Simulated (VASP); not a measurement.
# NaI (I4/mmm) in VASP: single point with PBE

Aim: the single point of NaI with PBE.

Everything below comes from runs of VASP 6.6.1. Logs are shortened: lines on timing, memory, paths and dates and some standing lists are left out, and cuts for length are marked.

## (1) The cell of the first run

The structure is tetragonal, space group I4/mmm (No. 139). The conventional cell has a = 4.731 Å, b = 4.731 Å, c = 6.107 Å, α = 90.00°, β = 90.00°, γ = 90.00°. Within 4.0 Å of Na (site symmetry 4/mmm) lie 6 I at 3.05 to 3.35 Å. Within 4.0 Å of I (site symmetry 4/mmm) lie 6 Na at 3.05 to 3.35 Å.

## (2) Single point, PBE (strained)

INCAR

```
SYSTEM = NaI
  ALGO = Normal
  EDIFF = 1E-6
  ENCUT = 520
  GGA = PE
  ISIF = 2
  ISMEAR = 0
  LASPH = .True.
  LCHARG = .True.
  LELF = .True.
  LREAL = .False.
  LVHAR = .True.
  LWAVE = .False.
  NBANDS = 14
  NELM = 80
  PREC = Accurate
  SIGMA = 0.02
```

KPOINTS

```
k-points
0
Gamma
  6 6 6
  0 0 0
```

POSCAR

```
NaI
1.0
    0.0000000000      3.3450135840      3.3450135840
    3.0537375840      0.0000000000      3.3450135840
    3.0537375840      3.3450135840      0.0000000000
Na I
1 1
Direct
    0.0000000000      0.0000000000      0.0000000000
    0.5000000000      0.5000000000      0.5000000000
```

Potentials or basis: VASP PAW PBE potentials, release 64 (Na_pv, I).

Launch:

```bash
cat potpaw_PBE.64/Na_pv/POTCAR potpaw_PBE.64/I/POTCAR > POTCAR
mpirun -np 1 vasp_std > vasp.out
```

OUTCAR:

```text
SYSTEM = NaI
   EDIFF = 1E-6
   ENCUT = 520
   GGA = PE
   ISIF = 2
   ISMEAR = 0
   LASPH = .True.
   LREAL = .False.
   NELM = 80
   PREC = Accurate

 ion  position               nearest neighbor table
   1  0.000  0.000  0.000-   2 3.05   2 3.05
   2  0.500  0.500  0.500-   1 3.05   1 3.05

  LATTYP: Found a body centered tetragonal cell.
 ALAT       =     4.7305635768
 C/A-ratio  =     1.2910671358

  Lattice vectors:

 A1 = (  -3.0537375840,   0.0000000000,  -3.3450135840)
 A2 = (  -3.0537375840,   0.0000000000,   3.3450135840)
 A3 = (   3.0537375840,   3.3450135840,   0.0000000000)

Analysis of symmetry for initial positions (statically):
=====================================================================
 Subroutine PRICEL returns:
 Original cell was already a primitive cell.

 Routine SETGRP: Setting up the symmetry group for a
 body centered tetragonal supercell.

 Subroutine GETGRP returns: Found 16 space group operations
 (whereof 16 operations were pure point group operations)
 out of a pool of 16 trial point group operations.

The static configuration has the point symmetry D_4h.

Analysis of symmetry for dynamics (positions and initial velocities):
=====================================================================
 Subroutine PRICEL returns:
 Original cell was already a primitive cell.

 Routine SETGRP: Setting up the symmetry group for a
 body centered tetragonal supercell.

 Subroutine GETGRP returns: Found 16 space group operations
 (whereof 16 operations were pure point group operations)
 out of a pool of 16 trial point group operations.

The dynamic configuration has the point symmetry D_4h.

 Subroutine INISYM returns: Found 16 space group operations
 (whereof 16 operations are pure point group operations),
 and found     1 'primitive' translations

----------------------------------------------------------------------------------------

                                     Primitive cell

  volume of cell :      68.3372

  direct lattice vectors                    reciprocal lattice vectors
     0.000000000  3.345013584  3.345013584    -0.163733781  0.149476224  0.149476224
     3.053737584  0.000000000  3.345013584     0.163733781 -0.149476224  0.149476224
     3.053737584  3.345013584  0.000000000     0.163733781  0.149476224 -0.149476224

  length of vectors
     4.730563577  4.529285717  4.529285717     0.267385553  0.267385553  0.267385553

  position of ions in fractional coordinates (direct lattice)
     0.000000000  0.000000000  0.000000000
     0.500000000  0.500000000  0.500000000

  ion indices of the primitive-cell ions
   primitive index   ion index
                 1           1
                 2           2

----------------------------------------------------------------------------------------

 KPOINTS: k-points

Automatic generation of k-mesh.
 Grid dimensions read from file:
 generate k-points for:    6    6    6

 Generating k-lattice:

  Cartesian coordinates                     Fractional coordinates (reciprocal lattice)
    -0.027288963  0.024912704  0.024912704     0.166666667 -0.000000000 -0.000000000
     0.027288963 -0.024912704  0.024912704     0.000000000  0.166666667  0.000000000
     0.027288963  0.024912704 -0.024912704     0.000000000  0.000000000  0.166666667

  Length of vectors
     0.044564259  0.044564259  0.044564259

  Shift w.r.t. Gamma in fractional coordinates (k-lattice)
     0.000000000  0.000000000  0.000000000

 Subroutine IBZKPT returns following result:
 ===========================================

 Found     30 irreducible k-points:

 Following reciprocal coordinates:
            Coordinates               Weight
  0.000000  0.000000  0.000000      1.000000
  0.166667  0.000000  0.000000      8.000000
  0.333333 -0.000000 -0.000000      8.000000
  0.500000 -0.000000 -0.000000      4.000000
  0.166667  0.166667  0.000000      4.000000
  0.333333  0.166667 -0.000000     16.000000
[... 16 lines left out ...]
 -0.333333  0.500000  0.166667      4.000000
  0.333333 -0.333333  0.166667      8.000000
 [... further k-points ...]
   k-points           NKPTS =     30   k-points in BZ     NKDIM =     30   number of bands    NBANDS=     14
   number of dos      NEDOS =    301   number of ions     NIONS =      2
   total plane-waves  NPLWV =  46656
   dimension x,y,z NGX =    36 NGY =   36 NGZ =   36
   dimension x,y,z NGXF=    72 NGYF=   72 NGZF=   72
   ions per type =               1   1
   NGX,Y,Z   is equivalent  to a cutoff of  12.65, 13.21, 13.21 a.u.
   NGXF,Y,Z  is equivalent  to a cutoff of  25.30, 26.43, 26.43 a.u.
 SYSTEM =  NaI
   PREC   = accura    normal or accurate (medium, high low for compatibility)
   ISTART =      0    job   : 0-new  1-cont  2-samecut
   ICHARG =      2    charge: 1-file 2-atom 10-const
   ISPIN  =      1    spin polarized calculation?
   LNONCOLLINEAR =      F non collinear calculations
   LSORBIT =      F    spin-orbit coupling
   LASPH  =      T    aspherical Exc in radial PAW
   ENCUT  =  520.0 eV  38.22 Ry    6.18 a.u.   8.80  8.42  8.42*2*pi/ulx,y,z
   NELM   =     80;   NELMIN=  2; NELMDL= -5     # of ELM steps
   EDIFF  = 0.1E-05   stopping-criterion for ELM
   LREAL  =      F    real-space projection
   EDIFFG = 0.1E-04   stopping-criterion for IOM
   NSW    =      0    number of steps for IOM
   IBRION =     -1    ionic relax: 0-MD 1-quasi-New 2-CG
   NFREE  =      0    steps in history (QN), initial steepest desc. (CG)
   ISIF   =      2    stress and relaxation
   ISYM   =      2    0-nonsym 1-usesym 2-fastsym
   POTIM  = 0.5000    time-step for ionic-motion
   TEBEG  =    0.0;   TEEND  =   0.0 temperature during run
   PSTRESS=    0.0 pullay stress
   NELECT =      14.0000    total number of electrons
   NUPDOWN=      -1.0000    fix difference up-down
   EMIN   =  10.00;   EMAX   =-10.00  energy-range for DOS
   EFERMI =   0.00;   METHOD = LEGACY
   ISMEAR =     0;   SIGMA  =   0.02  broadening in eV -4-tet -1-fermi 0-gaus
   EFERMI_NEDOS =   21; number of points for ismear=-14 and -15
   IALGO  =     38    algorithm
   IMIX   =      4    mixing-type and parameters
     AMIX     =   0.40;   BMIX     =  1.00
     AMIX_MAG =   1.60;   BMIX_MAG =  1.00
  volume/ion in A,a.u.               =      34.17       230.58
  Fermi-wavevector in a.u.,A,eV,Ry     =   0.965084  1.823744 12.672285  0.931387
  Thomas-Fermi vector in A             =   2.094770
   LORBIT       =      0    0 simple, 1 ext, 2 COOP (PROOUT), +10 PAW based schemes
   GGA     = PE    functional components
   LHFCALC =     F    Hartree Fock is set to
   AEXX    =    0.0000 exact exchange contribution
   IVDW    =     0    specifies the selected vdW correction
   LEPSILON=     F    determine dielectric tensor
   LRPA    =     F    only Hartree local field effects (RPA)
 non-spin polarized calculation
 Gauss-broadening in eV      SIGMA  =   0.02
  energy-cutoff  :      520.00
  volume of cell :       68.34
 maximum number of plane-waves:      1867
   NGX = 17   NGY = 17   NGZ = 17

 number of electron      13.9999992 magnetization

 Free energy of the ion-electron system (eV)
  ---------------------------------------------------
  ext. energy  EPLUGINS =         0.00000000
  ---------------------------------------------------
  free energy    TOTEN  =        -5.35374661 eV

  energy without entropy =       -5.35374661  energy(sigma->0) =       -5.35374661

 E-fermi :   0.9825     XC(G=0):  -7.6621

 val. band max:        0.7883358683   @ k =   0.0000   0.0000   0.0000
 cond. band min:       4.3846899763   @ k =   0.0000   0.0000   0.0000
 fundamental gap:      3.5963541080
 Fermi energy:         0.9825394946

 k-point     1 :       0.0000    0.0000    0.0000
  band No.  band energies     occupation
      1     -21.6879      2.00000
      2     -21.6879      2.00000
      3     -21.6821      2.00000
      4     -10.2582      2.00000
      5       0.6489      2.00000
      6       0.7883      2.00000
      7       0.7883      2.00000
      8       4.3847      0.00000
      9       8.5230      0.00000
     10       8.5230      0.00000
     11       9.1064      0.00000
     12       9.9914      0.00000
     13      10.9004      0.00000
     14      11.2297      0.00000

 k-point     2 :       0.1667    0.0000    0.0000
  band No.  band energies     occupation
      1     -21.6887      2.00000
      2     -21.6881      2.00000
      3     -21.6827      2.00000
      4     -10.1849      2.00000
      5       0.0078      2.00000
      6       0.6627      2.00000
      7       0.6825      2.00000
      8       5.1885      0.00000
      9       8.1927      0.00000
     10       8.6037      0.00000
     11       9.1405      0.00000
     12       9.7434      0.00000
     13      10.1919      0.00000
     14      11.6709      0.00000

 k-point     3 :       0.3333   -0.0000   -0.0000
  band No.  band energies     occupation
      1     -21.6906      2.00000
      2     -21.6885      2.00000
      3     -21.6833      2.00000
      4     -10.0299      2.00000
      5      -1.0023      2.00000
      6       0.4882      2.00000
      7       0.5705      2.00000
      8       5.8426      0.00000
      9       8.0991      0.00000
     10       8.5780      0.00000
     11       8.9942      0.00000
     12      10.7675      0.00000
     13      11.0814      0.00000
     14      11.2119      0.00000
[... 324 lines left out ...]
 k-point    23 :      -0.3333    0.5000    0.1667
  band No.  band energies     occupation
      1     -21.6913      2.00000
      2     -21.6892      2.00000
      3     -21.6846      2.00000
      4      -9.8793      2.00000
      5      -0.9299      2.00000
      6      -0.3958      2.00000
      7       0.0458      2.00000
      8       6.1102      0.00000
      9       7.3355      0.00000
     10       8.9911      0.00000
     11       8.9923      0.00000
     12      12.8851      0.00000
     13      13.0121      0.00000
     14      13.8100      0.00000

 k-point    24 :       0.3333   -0.3333    0.1667
  band No.  band energies     occupation
      1     -21.6906      2.00000
      2     -21.6898      2.00000
      3     -21.6842      2.00000
      4      -9.9003      2.00000
      5      -0.9539      2.00000
      6      -0.3496      2.00000
      7       0.0503      2.00000
      8       6.9931      0.00000
      9       7.5429      0.00000
     10       8.7061      0.00000
     11       9.3958      0.00000
     12      11.3758      0.00000
     13      12.4538      0.00000
     14      13.0597      0.00000

 [... further k-points ...]

------------------------ aborting loop because EDIFF is reached ----------------------------------------

  FORCE on cell =-STRESS in cart. coord.  units (eV):
  Direction    XX          YY          ZZ          XY          YZ          ZX
  --------------------------------------------------------------------------------------
  -------------------------------------------------------------------------------------
  Total        1.0413522     -0.1026251     -0.1026251     -0.0000000      0.0000000      0.0000000
  in kB       24.4146638     -2.4060611     -2.4060611     -0.0000000      0.0000000      0.0000000
  external PRESSURE =       6.5341805 kB  Pullay stress =       0.0000000 kB

 VOLUME and BASIS-vectors are now :
 -----------------------------------------------------------------------------
  energy-cutoff  :      520.00
  volume of cell :       68.34
      direct lattice vectors                 reciprocal lattice vectors
     0.000000000  3.345013584  3.345013584    -0.163733781  0.149476224  0.149476224
     3.053737584  0.000000000  3.345013584     0.163733781 -0.149476224  0.149476224
     3.053737584  3.345013584  0.000000000     0.163733781  0.149476224 -0.149476224

 POSITION                                       TOTAL-FORCE (eV/Angst)
 -----------------------------------------------------------------------------------
      0.00000      0.00000      0.00000         0.000000     -0.000000     -0.000000
      3.05374      3.34501      3.34501         0.000000      0.000000      0.000000
 -----------------------------------------------------------------------------------
    total drift:                                0.000000      0.000000      0.000000

  FREE ENERGIE OF THE ION-ELECTRON SYSTEM (eV)
  ---------------------------------------------------
  free  energy   TOTEN  =        -5.3537466119 eV

  energy  without entropy=       -5.3537466119  energy(sigma->0) =       -5.35374661
```

It took 36 s on 1 thread of Intel Xeon 8259CL, shared host; peak memory 0.21 GiB.

What came out:

```
Free energy            : -5.3537 eV
Pressure               : 0.7 GPa
Band gap on the k mesh : 3.60 eV
```

Levels at points of the mesh, in eV from the valence-band top:
```csv
k point,band 4,band 5,band 6,band 7,band 8,band 9,band 10,band 11
"(0.00, 0.00, 0.00)",-11.05,-0.14,0.00,0.00,3.60,7.73,7.73,8.32
"(0.50, 0.00, 0.00)",-10.74,-2.20,-0.39,-0.26,5.04,7.07,7.85,8.66
"(0.50, 0.50, 0.00)",-10.69,-1.93,-0.88,-0.53,4.52,5.64,9.54,10.65
"(0.00, 0.50, 0.50)",-10.61,-1.89,-0.91,-0.91,4.44,5.39,10.20,10.99
```

Caveat: the cell differs from its parent crystal (strained); spin-orbit coupling is left out, which moves the levels of the heavy elements.
